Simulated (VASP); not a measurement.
Set up this calculation in VASP 6.6.1, as the native input.

| Item | Value |
| --- | --- |
| Task | relaxation of cell and atoms |
| Functional | r2SCAN |
| Potentials or basis | VASP PAW PBE potentials, release 64 (Li_sv) |
| Cutoff | 830 eV |
| k mesh | 8 × 8 × 8 |
| Occupations | gaussian, width 0.05 eV |
| Spin | no spin polarisation |
| Dipole correction | no |
| Further INCAR settings | ALGO = Normal; EDIFF = 1e-07; IBRION = 2; EDIFFG = -0.01; NSW = 80; ISIF = 3 |

Li:

```
CELL_PARAMETERS angstrom
0.00000 2.19093 2.19093
2.19093 0.00000 2.19093
2.19093 2.19093 0.00000
ATOMIC_POSITIONS crystal
Li 0.00000 0.00000 0.00000
```

This isn't the form of Li at room conditions, which is bcc.

These files were run (other wordings do the same):

POSCAR

```
Li
1.0
    0.0000000000      2.1909341060      2.1909341060
    2.1909341060      0.0000000000      2.1909341060
    2.1909341060      2.1909341060      0.0000000000
Li
1
Direct
    0.0000000000      0.0000000000      0.0000000000
```

INCAR.step1

```
SYSTEM = Li
  PREC = Accurate
  ENCUT = 830
  ISMEAR = 0
  SIGMA = 0.05
  LREAL = .FALSE.
  LASPH = .TRUE.
  NELM = 120
  GGA = PE
  ALGO = Normal
  EDIFF = 1E-5
  LWAVE = .TRUE.
  LCHARG = .FALSE.
  GGA_COMPAT = .FALSE.
  IBRION = 2
  ISIF = 3
  EDIFFG = -0.005
  NELMIN = 4
  NSW = 100
```

INCAR.step2

```
SYSTEM = Li
  PREC = Accurate
  ENCUT = 830
  EDIFF = 1E-7
  ISMEAR = 0
  SIGMA = 0.05
  LREAL = .FALSE.
  LASPH = .TRUE.
  NELM = 120
  ALGO = Normal
  ISIF = 3
  LWAVE = .FALSE.
  LCHARG = .FALSE.
  METAGGA = R2SCAN
  LMIXTAU = .TRUE.
  IBRION = 2
  NSW = 80
  EDIFFG = -0.01
  ISTART = 1
  GGA_COMPAT = .FALSE.
  NELMIN = 4
```

KPOINTS

```
regular mesh
0
G
  8 8 8
  0 0 0
```

Potentials or basis: VASP PAW PBE potentials, release 64 (Li_sv).

Command:

```console
$ cat potpaw_PBE.64/Li_sv/POTCAR > POTCAR
$ cp INCAR.step1 INCAR
$ mpirun -np 1 vasp_std > vasp.out
$ cp INCAR.step2 INCAR
$ mpirun -np 1 vasp_std > vasp.out
```

Results of the run:

```yaml
Relaxed_volume: 20.54 Å³/atom
Relaxed_cell: a = 3.074 Å, b = 3.074 Å, c = 3.074 Å, α = 60.00°, β = 60.00°, γ = 60.00°
Space_group_after_relaxing_to_0.1_Å: Fm-3m (No. 225)
Ionic_steps: 4
Pressure_after_relaxing: -0.1 GPa
Band_gap_on_the_k_mesh: zero (an odd number of electrons rules out a gap without spin polarisation)
```

Caveat: the PAW data sets were made with another functional, which shifts forces and pressure a little.

It took 2.4 min on 1 thread of Intel Xeon 8259CL, with other jobs on the host, peak memory 0.16 GiB.
